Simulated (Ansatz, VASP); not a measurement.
## PbS in VASP and in Ansatz

```
Pb S
1.0
     0.00000    3.00453    3.00453
     2.94444    0.00000    3.00453
     2.94444    3.00453    0.00000
Pb S
1 1
Direct
  0.50000 0.50000 0.50000
  0.00000 0.00000 0.00000
```

Change from the starting cell: strain e1 = -0.02, atoms carried along.

Alike in both runs: task single point; functional PBE; k mesh 10 × 10 × 10; occupations gaussian, width 0.05 eV; no spin polarisation.

```csv
,VASP,Ansatz
version,VASP 6.6.1,Ansatz 0.2.0
potentials or method,"VASP PAW PBE potentials, release 64 (Pb_d, S), cutoff 520 eV","scalar-relativistic, plane waves, PAW"
valence electrons in the cell,20,20
```

```csv
,VASP,Ansatz,Ansatz less VASP
gap on the k mesh at the Fermi level (eV),0.42,0.41,-0.007
least direct gap on the mesh (eV),0.42,0.41,-0.007
pressure (GPa),1.1,1.2,+0.08
"traceless stress, the component that is largest in VASP (GPa)",1.67,1.67,-0.001
```

With one functional, cell and mesh, what is left measures potentials, basis and numerics.

Neither program's run includes spin-orbit coupling.
